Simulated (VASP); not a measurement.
# AlN (P6_3/mmc) in VASP: notebook

AlN is run at these levels: LDA; tasks: single point.

Program: VASP 6.6.1. These are calculated values, not measurements. Logs are shortened: lines on timing, memory, paths and dates and some standing lists are left out, and cuts for length are marked.

**1. The cell of the first run**

It takes space group P6_3/mmc (No. 194, hexagonal). Conventional cell: a = 3.312 Å, b = 3.312 Å, c = 4.188 Å, α = 90.00°, β = 90.00°, γ = 120.00°. Within 2.5 Å of Al (site symmetry -6m2) lie 5 N at 1.91 to 2.09 Å. Within 2.5 Å of N (site symmetry -6m2) lie 5 Al at 1.91 to 2.09 Å.

**2. Single point, LDA**

Contents of INCAR:

```
PREC = Accurate
ENCUT = 520
EDIFF = 1E-6
ISMEAR = 1
SIGMA = 0.05
LREAL = F
LASPH = T
NELM = 80
ALGO = Normal
ISIF = 2
LWAVE = F
LCHARG = T
LELF = T
LVHAR = T
NBANDS = 16
```

Contents of KPOINTS:

```
Automatic mesh
0
Gamma
  12 12 6
```

Contents of POSCAR:

```
AlN
1.0
    3.3121160000      0.0000000000      0.0000000000
   -1.6560580000      2.8683760000      0.0000000000
    0.0000000000      0.0000000000      4.1875630000
Al N
2 2
Direct
    0.3333333333      0.6666666667      0.7500000000
    0.6666666667      0.3333333333      0.2500000000
    0.3333333333      0.6666666667      0.2500000000
    0.6666666667      0.3333333333      0.7500000000
```

Potentials or basis: VASP PAW LDA potentials, release 64 (Al, N).

The run is started by

```console
cat potpaw_LDA.64/Al/POTCAR potpaw_LDA.64/N/POTCAR > POTCAR
mpirun -np 1 vasp_std > vasp.out
```

OUTCAR:

```text
PREC = Accurate
   ENCUT = 520
   EDIFF = 1E-6
   ISMEAR = 1
   LREAL = F
   LASPH = T
   NELM = 80
   ISIF = 2

 ion  position               nearest neighbor table
   1  0.333  0.667  0.750-   4 1.91   4 1.91   4 1.91   3 2.09   3 2.09   2 2.84   2 2.84   2 2.84
                             2 2.84   2 2.84   2 2.84
   2  0.667  0.333  0.250-   3 1.91   3 1.91   3 1.91   4 2.09   4 2.09   1 2.84   1 2.84   1 2.84
                             1 2.84   1 2.84   1 2.84
   3  0.333  0.667  0.250-   2 1.91   2 1.91   2 1.91   1 2.09   1 2.09
   4  0.667  0.333  0.750-   1 1.91   1 1.91   1 1.91   2 2.09   2 2.09

  LATTYP: Found a hexagonal cell.
 ALAT       =     3.3121160000
 C/A-ratio  =     1.2643165276

  Lattice vectors:

 A1 = (   3.3121160000,   0.0000000000,   0.0000000000)
 A2 = (  -1.6560580000,   2.8683760000,   0.0000000000)
 A3 = (   0.0000000000,   0.0000000000,   4.1875630000)

Analysis of symmetry for initial positions (statically):
=====================================================================
 Subroutine PRICEL returns:
 Original cell was already a primitive cell.

 Routine SETGRP: Setting up the symmetry group for a
 hexagonal supercell.

 Subroutine GETGRP returns: Found 24 space group operations
 (whereof 12 operations were pure point group operations)
 out of a pool of 24 trial point group operations.

The static configuration has the point symmetry D_3d.
 The point group associated with its full space group is D_6h.

Analysis of symmetry for dynamics (positions and initial velocities):
=====================================================================
 Subroutine PRICEL returns:
 Original cell was already a primitive cell.

 Routine SETGRP: Setting up the symmetry group for a
 hexagonal supercell.

 Subroutine GETGRP returns: Found 24 space group operations
 (whereof 12 operations were pure point group operations)
 out of a pool of 24 trial point group operations.

The dynamic configuration has the point symmetry D_3d.
 The point group associated with its full space group is D_6h.

 Subroutine INISYM returns: Found 24 space group operations
 (whereof 12 operations are pure point group operations),
 and found     1 'primitive' translations

----------------------------------------------------------------------------------------

                                     Primitive cell

  volume of cell :      39.7835

  direct lattice vectors                    reciprocal lattice vectors
     3.312116000  0.000000000  0.000000000     0.301921793  0.174314664  0.000000000
    -1.656058000  2.868376000  0.000000000     0.000000000  0.348629329  0.000000000
     0.000000000  0.000000000  4.187563000     0.000000000  0.000000000  0.238802377

  length of vectors
     3.312116000  3.312115484  4.187563000     0.348629275  0.348629329  0.238802377

  position of ions in fractional coordinates (direct lattice)
     0.333333333  0.666666667  0.750000000
     0.666666667  0.333333333  0.250000000
     0.333333333  0.666666667  0.250000000
     0.666666667  0.333333333  0.750000000

  ion indices of the primitive-cell ions
   primitive index   ion index
                 1           1
                 2           2
                 3           3
                 4           4

----------------------------------------------------------------------------------------

 KPOINTS: Automatic mesh

Automatic generation of k-mesh.
 Grid dimensions read from file:
 generate k-points for:   12   12    6

 Generating k-lattice:

  Cartesian coordinates                     Fractional coordinates (reciprocal lattice)
     0.025160149  0.014526222  0.000000000     0.083333333  0.000000000  0.000000000
     0.000000000  0.029052444  0.000000000     0.000000000  0.083333333  0.000000000
     0.000000000  0.000000000  0.039800396     0.000000000  0.000000000  0.166666667

  Length of vectors
     0.029052440  0.029052444  0.039800396

  Shift w.r.t. Gamma in fractional coordinates (k-lattice)
     0.000000000  0.000000000  0.000000000

 Subroutine IBZKPT returns following result:
 ===========================================

 Found     76 irreducible k-points:

 Following reciprocal coordinates:
            Coordinates               Weight
  0.000000  0.000000  0.000000      1.000000
  0.083333 -0.000000  0.000000      6.000000
  0.166667 -0.000000  0.000000      6.000000
  0.250000 -0.000000  0.000000      6.000000
  0.333333 -0.000000  0.000000      6.000000
  0.416667 -0.000000  0.000000      6.000000
[... 16 lines left out ...]
  0.250000 -0.000000  0.166667     12.000000
  0.333333 -0.000000  0.166667     12.000000
 [... further k-points ...]
   k-points           NKPTS =     76   k-points in BZ     NKDIM =     76   number of bands    NBANDS=     16
   number of dos      NEDOS =    301   number of ions     NIONS =      4
   total plane-waves  NPLWV =  25088
   dimension x,y,z NGX =    28 NGY =   28 NGZ =   32
   dimension x,y,z NGXF=    56 NGYF=   56 NGZF=   64
   ions per type =               2   2
   NGX,Y,Z   is equivalent  to a cutoff of  14.05, 14.05, 12.70 a.u.
   NGXF,Y,Z  is equivalent  to a cutoff of  28.11, 28.11, 25.41 a.u.
 SYSTEM =  unknown system
   PREC   = accura    normal or accurate (medium, high low for compatibility)
   ISTART =      0    job   : 0-new  1-cont  2-samecut
   ICHARG =      2    charge: 1-file 2-atom 10-const
   ISPIN  =      1    spin polarized calculation?
   LNONCOLLINEAR =      F non collinear calculations
   LSORBIT =      F    spin-orbit coupling
   LASPH  =      T    aspherical Exc in radial PAW
   ENCUT  =  520.0 eV  38.22 Ry    6.18 a.u.   6.16  6.16  7.79*2*pi/ulx,y,z
   NELM   =     80;   NELMIN=  2; NELMDL= -5     # of ELM steps
   EDIFF  = 0.1E-05   stopping-criterion for ELM
   LREAL  =      F    real-space projection
   EDIFFG = 0.1E-04   stopping-criterion for IOM
   NSW    =      0    number of steps for IOM
   IBRION =     -1    ionic relax: 0-MD 1-quasi-New 2-CG
   NFREE  =      0    steps in history (QN), initial steepest desc. (CG)
   ISIF   =      2    stress and relaxation
   ISYM   =      2    0-nonsym 1-usesym 2-fastsym
   POTIM  = 0.5000    time-step for ionic-motion
   TEBEG  =    0.0;   TEEND  =   0.0 temperature during run
   PSTRESS=    0.0 pullay stress
   NELECT =      16.0000    total number of electrons
   NUPDOWN=      -1.0000    fix difference up-down
   EMIN   =  10.00;   EMAX   =-10.00  energy-range for DOS
   EFERMI =   0.00;   METHOD = LEGACY
   ISMEAR =     1;   SIGMA  =   0.05  broadening in eV -4-tet -1-fermi 0-gaus
   EFERMI_NEDOS =   21; number of points for ismear=-14 and -15
   IALGO  =     38    algorithm
   IMIX   =      4    mixing-type and parameters
     AMIX     =   0.40;   BMIX     =  1.00
     AMIX_MAG =   1.60;   BMIX_MAG =  1.00
  volume/ion in A,a.u.               =       9.95        67.12
  Fermi-wavevector in a.u.,A,eV,Ry     =   1.208409  2.283561 19.867928  1.460252
  Thomas-Fermi vector in A             =   2.344017
   LORBIT       =      0    0 simple, 1 ext, 2 COOP (PROOUT), +10 PAW based schemes
   GGA     = CA    functional components
   LHFCALC =     F    Hartree Fock is set to
   AEXX    =    0.0000 exact exchange contribution
   IVDW    =     0    specifies the selected vdW correction
   LEPSILON=     F    determine dielectric tensor
   LRPA    =     F    only Hartree local field effects (RPA)
 non-spin polarized calculation
 Methfessel and Paxton  Order N= 1 SIGMA  =   0.05
  energy-cutoff  :      520.00
  volume of cell :       39.78
 maximum number of plane-waves:      1090
 NGX is ok and might be reduce to    28
   NGX = 13   NGY = 13   NGZ = 15

 number of electron      16.0000001 magnetization

 Free energy of the ion-electron system (eV)
  ---------------------------------------------------
  ext. energy  EPLUGINS =         0.00000000
  ---------------------------------------------------
  free energy    TOTEN  =       -32.44199744 eV

  energy without entropy =      -32.44200080  energy(sigma->0) =      -32.44199856

 E-fermi :   7.7262     XC(G=0): -11.4878

 val. band max:        7.6841529429   @ k =   0.0000   0.0000   0.0000
 cond. band min:      10.9691025775   @ k =   0.0000   0.0000   0.0000
 fundamental gap:      3.2849496346
 Fermi energy:         7.7262426848

 k-point     1 :       0.0000    0.0000    0.0000
  band No.  band energies     occupation
      1      -8.9406      2.00000
      2      -5.2122      2.00000
      3       0.7835      2.00000
      4       4.4122      2.00000
      5       4.4122      2.00000
      6       6.0784      2.00000
[... 8 lines left out ...]
     15      19.3328      0.00000
     16      19.4994      0.00000

 k-point     2 :       0.0833   -0.0000    0.0000
  band No.  band energies     occupation
      1      -8.8601      2.00000
      2      -5.2082      2.00000
      3       0.8692      2.00000
      4       4.1125      2.00000
      5       4.2928      2.00000
      6       5.7824      2.00000
[... 8 lines left out ...]
     15      18.9083      0.00000
     16      19.1418      0.00000

 k-point     3 :       0.1667   -0.0000    0.0000
  band No.  band energies     occupation
      1      -8.6237      2.00000
      2      -5.2115      2.00000
      3       1.1224      2.00000
      4       3.3785      2.00000
      5       4.0126      2.00000
      6       5.1431      2.00000
[... 8 lines left out ...]
     15      18.4288      0.00000
     16      19.4679      0.00000

 k-point     4 :       0.2500   -0.0000    0.0000
  band No.  band energies     occupation
      1      -8.2500      2.00000
      2      -5.2651      2.00000
      3       1.5296      2.00000
      4       2.5274      2.00000
      5       3.6966      2.00000
      6       4.4641      2.00000
[... 8 lines left out ...]
     15      17.7378      0.00000
     16      20.0301      0.00000
[... 324 lines left out ...]
 k-point    22 :       0.1667   -0.0000    0.1667
  band No.  band energies     occupation
      1      -8.4587      2.00000
      2      -5.5567      2.00000
      3       1.3768      2.00000
      4       3.6834      2.00000
      5       4.1329      2.00000
      6       4.7735      2.00000
[... 8 lines left out ...]
     15      18.8479      0.00000
     16      19.5896      0.00000

 k-point    23 :       0.2500   -0.0000    0.1667
  band No.  band energies     occupation
      1      -8.0937      2.00000
      2      -5.5271      2.00000
      3       1.3268      2.00000
      4       3.1318      2.00000
      5       3.8287      2.00000
      6       4.0567      2.00000
[... 8 lines left out ...]
     15      18.6176      0.00000
     16      19.8783      0.00000

 k-point    24 :       0.3333   -0.0000    0.1667
  band No.  band energies     occupation
      1      -7.6360      2.00000
      2      -5.5814      2.00000
      3       1.0773      2.00000
      4       2.8044      2.00000
      5       3.5683      2.00000
      6       3.6088      2.00000
[... 8 lines left out ...]
     15      19.1595      0.00000
     16      20.1452      0.00000

 [... further k-points ...]
[... 5 lines left out ...]
  --------------------------------------------------------------------------------------
  -------------------------------------------------------------------------------------
  Total       -2.0044497     -2.0044489     -2.1242206      0.0000000      0.0000000     -0.0000000
  in kB      -80.7240181    -80.7239846    -85.5474818      0.0000000      0.0000000     -0.0000000
  external PRESSURE =     -82.3318282 kB  Pullay stress =       0.0000000 kB

 VOLUME and BASIS-vectors are now :
 -----------------------------------------------------------------------------
  energy-cutoff  :      520.00
  volume of cell :       39.78
      direct lattice vectors                 reciprocal lattice vectors
     3.312116000  0.000000000  0.000000000     0.301921793  0.174314664  0.000000000
    -1.656058000  2.868376000  0.000000000     0.000000000  0.348629329  0.000000000
     0.000000000  0.000000000  4.187563000     0.000000000  0.000000000  0.238802377

 POSITION                                       TOTAL-FORCE (eV/Angst)
 -----------------------------------------------------------------------------------
     -0.00000      1.91225      3.14067         0.000000      0.000000      0.000000
      1.65606      0.95613      1.04689        -0.000000     -0.000000      0.000000
     -0.00000      1.91225      1.04689         0.000000      0.000000      0.000000
      1.65606      0.95613      3.14067        -0.000000     -0.000000      0.000000
 -----------------------------------------------------------------------------------
    total drift:                               -0.000000     -0.000000     -0.000000

  FREE ENERGIE OF THE ION-ELECTRON SYSTEM (eV)
  ---------------------------------------------------
  free  energy   TOTEN  =       -32.4419974384 eV

  energy  without entropy=      -32.4420008000  energy(sigma->0) =      -32.44199856
```

Wall time 24 s (1 thread of Intel Xeon 6975P-C (Granite Rapids), shared host); peak memory 0.16 GiB.

What came out:

| Quantity | Value |
| --- | --- |
| Free energy | -32.4420 eV |
| Pressure | -8.2 GPa |
| Band gap on the k mesh | 3.28 eV, direct |

A k mesh can miss the band edges. As with any semilocal functional, this LDA gap is likely too small.

(Part 1 of 2 ends here.)
